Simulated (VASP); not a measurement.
Here is a VASP 6.6.1 calculation.

The input INCAR:

```
SYSTEM = AgI
PREC = Accurate
ENCUT = 400
EDIFF = 1E-8
ISMEAR = 0
SIGMA = 0.01
LREAL = .False.
LASPH = .True.
NELM = 120
ALGO = Normal
ISIF = 2
LWAVE = .False.
LCHARG = .False.
GGA = PE
LEPSILON = .True.
GGA_COMPAT = .False.
```

Contents of KPOINTS:

```
Automatic mesh
0
Gamma
  6 6 6
  0 0 0
```

File POSCAR:

```
AgI
1.0
    0.0000000000      3.2886327781      3.2886327781
    3.2886327781      0.0000000000      3.2886327781
    3.2886327781      3.2886327781      0.0000000000
Ag I
1 1
Direct
    0.0000000000      0.0000000000      0.0000000000
    0.2500000000      0.2500000000      0.2500000000
```

Potentials or basis: VASP PAW PBE potentials, release 64 (Ag, I).

Run with:

```bash
$ cat potpaw_PBE.64/Ag/POTCAR potpaw_PBE.64/I/POTCAR > POTCAR
$ mpirun -np 1 vasp_std > vasp.out
```

**Question.** Estimate the electronic dielectric tensor (diagonal).

**Answer.** 5.46.

**Question.** What does it give for the Born charges (mean of the diagonal)?

**Answer.** Ag +1.30; I -1.30 e.

**Question.** What does it give for the band gap on the k mesh?

**Answer.** 1.34 eV, direct.

Born effective charge tensors (e):
atom 1, Ag
```
1.30 0.00 0.00
0.00 1.30 0.00
0.00 0.00 1.30
```
atom 2, I
```
-1.30  0.00  0.00
 0.00 -1.30  0.00
 0.00  0.00 -1.30
```

Caveat: spin-orbit coupling is left out, which moves the levels of the heavy elements. A hybrid or GW would open this gap; PBE tends to underestimate it.
